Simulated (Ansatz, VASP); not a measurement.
**KF in VASP and in Ansatz**

Contents of INCAR:

```
SYSTEM = KF
  PREC = Accurate
  ENCUT = 520
  EDIFF = 1E-7
  ISMEAR = -1
  SIGMA = 0.01
  LREAL = .FALSE.
  LASPH = .TRUE.
  NELM = 80
  ALGO = Normal
  ISIF = 2
  LWAVE = .FALSE.
  LCHARG = .FALSE.
  GGA = PS
  NBANDS = 15
```

Contents of KPOINTS:

```
regular mesh
0
G
  9 9 9
  0 0 0
```

Contents of POSCAR:

```
KF
1.0
    0.0267350000      2.6868675000      2.6868675000
    2.6868675000      0.0267350000      2.6868675000
    2.6868675000      2.6868675000      0.0267350000
K F
1 1
Direct
    0.0000000000      0.0000000000      0.0000000000
    0.5000000000      0.5000000000      0.5000000000
```

Input for Ansatz:

```yaml
crystal:
  lattice:
    - [0.026735, 2.6868675, 2.6868675]
    - [2.6868675, 0.026735, 2.6868675]
    - [2.6868675, 2.6868675, 0.026735]
  atoms:
    - { symbol: K, position: [0.0, 0.0, 0.0] }
    - { symbol: F, position: [0.5, 0.5, 0.5] }
kpoints:
  mp_grid: { grid: [9, 9, 9] }
  band_path:
    path:
      - [0.0, 0.0, 0.0]
      - [0.5, 0.5, 0.5]
      - [0.247543133, 0.5, 0.752456867]
      - [-0.247543133, 0.247543133, 0.5]
      - [0.0, 0.0, 0.5]
      - [0.0, 0.0, 0.0]
      - [-0.3737715665, 0.0, 0.3737715665]
      - [0.0, 0.3737715665, 0.6262284335]
      - [0.0, 0.5, 0.5]
    npoints: 5
scf:
  occupations: { method: fermi_dirac, width: 0.01 }
hamiltonian:
  xc: pbesol
  pseudopotentials: { kind: all_electron, lapw: { basis_error: 0.001 } }
output:
  forces: true
  stress: true
  eigenvalues: true
```

Change from the starting cell: equal xy, yz and zx shear strains of +1 %.

Alike in both runs: task single point; functional PBEsol; k mesh 9 × 9 × 9; occupations fermi-dirac, width 0.01 eV; no spin polarisation.

|  | VASP | Ansatz |
| --- | --- | --- |
| version | VASP 6.6.1 | Ansatz 0.2.0 |
| potentials or method | VASP PAW PBE potentials, release 64 (K_sv, F), cutoff 520 eV | all-electron LAPW, scalar-relativistic |

|  | VASP | Ansatz | Ansatz less VASP |
| --- | --- | --- | --- |
| gap on the k mesh at the Fermi level (eV) | 6.02 | 6.03 | +0.011 |
| pressure (GPa) | -0.7 | -0.7 | -0.04 |
| traceless stress, the component that is largest in VASP (GPa) | -0.14 | -0.14 | -0.002 |

VASP's potentials were made for PBE, not for PBEsol. Ansatz ran all-electron here, and VASP with PAW potentials.
